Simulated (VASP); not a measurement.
Set up this calculation in VASP 6.6.1, as the native input.

* Task: single point
* Functional: BLYP
* Potentials or basis: VASP PAW PBE potentials, release 64 (Re)
* Cutoff: 520 eV
* k mesh: 21 × 21 × 12
* Occupations: fermi-dirac, width 0.1 eV
* Spin: no spin polarisation
* Dipole correction: no
* Further INCAR settings: ALGO = Normal; EDIFF = 1e-06; NBANDS = 14

The structure of Re lies in POSCAR:

```
Re
1.0
    2.8521260107      0.0000000000      0.0000000000
   -1.4260630053      2.4700135800      0.0000000000
    0.0000000000      0.0000000000      4.5854490055
Re
2
Direct
    0.3333333333      0.6666666667      0.2500000000
    0.6666666667      0.3333333333      0.7500000000
```

The input as run:

INCAR

```
AGGAC    = 1.0          
AGGAX    = 1.0          
ALDAC    = 0.0          
ALDAX    = 1.0          
ALGO     = Normal         # electronic algorithm
EDIFF    = 1E-6           # SCF threshold, eV
ENCUT    = 520            # plane-wave cutoff, eV
GGA      = B5             # functional
ISIF     = 2              # what is computed and relaxed
ISMEAR   = -1             # smearing method
LASPH    = True           # aspherical terms in the spheres
LCHARG   = True           # write CHGCAR
LELF     = True           # ELF
LREAL    = False          # projectors in reciprocal space
LVHAR    = True         
LWAVE    = False          # write WAVECAR
NBANDS   = 14             # bands
NELM     = 100            # most SCF steps
PREC     = Accurate       # precision mode
SIGMA    = 0.1            # smearing width, eV
```

KPOINTS

```
k-points
0
Gamma
  21 21 12
```

Potentials or basis: VASP PAW PBE potentials, release 64 (Re).

The run is started by

```bash
$ cat potpaw_PBE.64/Re/POTCAR > POTCAR
$ mpirun -np 1 vasp_std > vasp.out
```

It gave:

| Property | Result |
| --- | --- |
| Pressure | -10.2 GPa |
| Band gap on the k mesh | zero (bands 7 and 8 overlap by 3.08 eV) |

Caveat: the cell stands under tension; the PAW data sets were made with another functional, which shifts forces and pressure a little; spin-orbit coupling is left out, which moves the levels of the heavy elements.

It took 54 s on 1 thread of Intel(R) Xeon(R) 6975P-C (Granite Rapids) (shared host), peak memory 0.26 GiB.
